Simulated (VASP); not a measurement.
# HfN: relaxation of cell and atoms with PBEsol+D3(BJ)

Crystal: HfN.

```xyz
2
Lattice="0.0000 2.4548 2.4548 2.4548 0.0000 2.4548 2.4548 2.4548 0.0000" Properties=species:S:1:pos:R:3 pbc="T T T"
Hf    0.0000    0.0000    0.0000
N     3.6822    3.6822    3.6822
```

```yaml
Program: VASP 6.6.1
Task: relaxation of cell and atoms
Functional: PBEsol
Dispersion: D3(BJ)
Potentials_or_basis: VASP PAW PBE potentials, release 64 (Hf_pv, N)
Cutoff: 600 eV
k_mesh: 11 × 11 × 11
Occupations: methfessel-paxton, width 0.1 eV
Spin: no spin polarisation
Dipole_correction: no
Further_INCAR_settings: ALGO = Normal; EDIFF = 1e-07; IBRION = 2; EDIFFG = -0.01; NSW = 80; ISIF = 3
```

| Item | Value |
| --- | --- |
| Relaxed volume | 14.11 Å³/atom |
| Relaxed cell | a = 3.417 Å, b = 3.417 Å, c = 3.417 Å, α = 60.00°, β = 60.00°, γ = 60.00° |
| Space group after relaxing (to 0.05 Å) | F-43m (No. 216) |
| Energy gained by relaxing | 20.6 meV/atom |
| Ionic steps | 4 |
| Pressure after relaxing | 0.0 GPa |
| Dispersion energy per atom | -0.316 eV |

The path:
| step | energy change (eV) | largest force (eV/Å) | pressure (GPa) | volume (Å³) |
| --- | --- | --- | --- | --- |
| 1 | 0.0000 | 0.0000 | -9.26 | 29.59 |
| 2 | 0.0836 | 0.0000 | 20.03 | 26.07 |
| 3 | -0.0412 | 0.0000 | -0.21 | 28.25 |
| 4 | -0.0412 | 0.0000 | -0.01 | 28.22 |

Final structure:
```cif
data_structure
_symmetry_space_group_name_H-M 'P 1'
_symmetry_Int_Tables_number 1
_cell_length_a 3.4173
_cell_length_b 3.4173
_cell_length_c 3.4173
_cell_angle_alpha 60.000
_cell_angle_beta 60.000
_cell_angle_gamma 60.000
_cell_volume 28.22
loop_
_atom_site_label
_atom_site_type_symbol
_atom_site_fract_x
_atom_site_fract_y
_atom_site_fract_z
_atom_site_occupancy
Hf1 Hf 0.00000 0.00000 0.00000 1
N1 N 0.75000 0.75000 0.75000 1
```

Levels at points of the mesh, in eV from the Fermi level:
```tsv
k point	band 5	band 6	band 7	band 8	band 9	band 10
(0.00, 0.00, 0.00)	-5.59	-5.59	-5.59	-0.53	2.40	2.40
```

It took 66 s on 1 thread of Intel(R) Xeon(R) Platinum 8375C CPU @ 2.90GHz (Ice Lake), on a shared host, peak memory 0.19 GiB.

Caveat: the PAW data sets were made with another functional, which shifts forces and pressure a little; spin-orbit coupling is left out, which moves the levels of the heavy elements; pairwise dispersion overbinds metals, which lowers pressure and volume.
